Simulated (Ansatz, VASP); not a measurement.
# One calculation of Se, two programs

The input INCAR:

```
SYSTEM = Se
ALGO = Normal
EDIFF = 1E-6
ENCUT = 520
ISIF = 2
ISMEAR = -1
LASPH = .TRUE.
LCHARG = .FALSE.
LREAL = .FALSE.
LWAVE = .FALSE.
NBANDS = 16
NELM = 80
PREC = Accurate
SIGMA = 0.03
```

Contents of KPOINTS:

```
k-points
0
G
  6 6 5
  0 0 0
```

The input POSCAR:

```
Se
1.0
    4.3661999489      0.0436619995      0.0436619995
   -2.1452875738      3.7594090740      0.0159814010
    0.0495360000      0.0495360000      4.9536000000
Se
3
Direct
    0.2254000000      0.0000000000      0.3333333333
    0.0000000000      0.2254000000      0.6666666667
    0.7746000000      0.7746000000      0.0000000000
```

Input for Ansatz:

```yaml
crystal:
  lattice:
    - [4.3661999489, 0.0436619995, 0.0436619995]
    - [-2.1452875738, 3.759409074, 0.015981401]
    - [0.049536, 0.049536, 4.9536]
  atoms:
    - { symbol: Se, position: [0.2254, 0.0, 0.3333333333] }
    - { symbol: Se, position: [0.0, 0.2254, 0.6666666667] }
    - { symbol: Se, position: [0.7746, 0.7746, 0.0] }
kpoints:
  mp_grid: { grid: [6, 6, 5] }
  band_path:
    path:
      - [0.0, 0.0, 0.0]
      - [0.0, -0.5, 0.0]
      - [0.0, 0.0, 0.5]
      - [0.0, 0.0, 0.0]
      - [-0.5, 0.0, 0.0]
      - [-0.5, 0.5, -0.5]
      - [0.0, 0.0, 0.0]
      - [-0.5, 0.0, -0.5]
      - [-0.5, 0.5, 0.0]
    npoints: 5
scf:
  occupations: { method: fermi_dirac, width: 0.03 }
hamiltonian:
  xc: lda
  pseudopotentials: { kind: all_electron, lapw: { basis_error: 0.0005 } }
output:
  forces: true
  stress: true
  eigenvalues: true
```

Change from the starting cell: equal xy, yz and zx shear strains of +2 %.

Alike in both runs: task single point; functional LDA; k mesh 6 × 6 × 5; occupations fermi-dirac, width 0.03 eV; no spin polarisation.

```csv
,VASP,Ansatz
version,VASP 6.6.1,Ansatz 0.2.0
potentials or method,"VASP PAW LDA potentials, release 64 (Se), cutoff 520 eV","all-electron LAPW, scalar-relativistic"
```

Ansatz gave:

- pressure (GPa): -1.2
- traceless stress, the component that is largest in VASP (GPa): -1.27
- rms of the force components (eV/Å): 0.222

Task: What did VASP give for the same quantities?

Result: Pressure (GPa): -0.9; traceless stress, the component that is largest in VASP (GPa): -1.29; rms of the force components (eV/Å): 0.243.

LDA's correlation is that of Perdew and Zunger in VASP and of Perdew and Wang (1992) in Ansatz. Atom by atom the forces differ by 0.030 eV/Å (rms over components). Ansatz ran all-electron here, and VASP with PAW potentials.
